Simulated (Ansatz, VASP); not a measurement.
This is a calculation of BaTe for VASP 6.6.1.

INCAR

```
ALGO = Normal
EDIFF = 1E-7
ENCUT = 520
GGA = PS
ISIF = 2
ISMEAR = -1
LASPH = True
LCHARG = False
LREAL = False
LWAVE = False
NBANDS = 15
NELM = 60
PREC = Accurate
SIGMA = 0.05
```

KPOINTS

```
k-points
0
Gamma
  7 7 7
```

File POSCAR:

```
BaTe
1.0
    0.0000000000      3.4100000000      3.4100000000
    3.4100000000      0.0000000000      3.4100000000
    3.4100000000      3.4100000000      0.0000000000
Ba Te
1 1
Direct
    0.0000000000      0.0000000000      0.0000000000
    0.5000000000      0.5000000000      0.5000000000
```

Potentials or basis: VASP PAW PBE potentials, release 64 (Ba_sv, Te).

Run with:

```console
$ cat potpaw_PBE.64/Ba_sv/POTCAR potpaw_PBE.64/Te/POTCAR > POTCAR
$ mpirun -np 1 vasp_std > vasp.out
```

**Question.** Set up the same calculation for Ansatz 0.2.0. Potentials there: all-electron LAPW, scalar-relativistic.

**Answer.** As run (the cutoff follows the program's own potentials):

Contents of input.yaml:

```yaml
crystal:
  lattice:
    - [0.0, 3.41, 3.41]
    - [3.41, 0.0, 3.41]
    - [3.41, 3.41, 0.0]
  atoms:
    - { symbol: Ba, position: [0.0, 0.0, 0.0] }
    - { symbol: Te, position: [0.5, 0.5, 0.5] }
kpoints:
  mp_grid: { grid: [7, 7, 7] }
scf:
  occupations: { method: fermi_dirac, width: 0.05 }
hamiltonian:
  xc: pbesol
  pseudopotentials: { kind: all_electron, lapw: { basis_error: 0.001 } }
output:
  forces: true
  stress: true
  eigenvalues: true
```

Potentials or basis: all-electron LAPW, scalar-relativistic.

Command:

```console
$ ansatz run input.yaml --threads 1 --pin off --max-ram 3072MiB --backend cpu --events-out ev --progress --plain --runs-dir out
```

Both were run:

|  | VASP | Ansatz | Ansatz less VASP |
| --- | --- | --- | --- |
| gap on the k mesh at the Fermi level (eV) | 1.29 | 1.39 | +0.100 |
| least direct gap on the mesh (eV) | 1.68 | 1.74 | +0.062 |
| pressure (GPa) | 2.4 | 1.9 | -0.46 |

VASP's potentials were made for PBE, not for PBEsol. Ansatz ran all-electron here, and VASP with PAW potentials.

Neither program's run includes spin-orbit coupling.
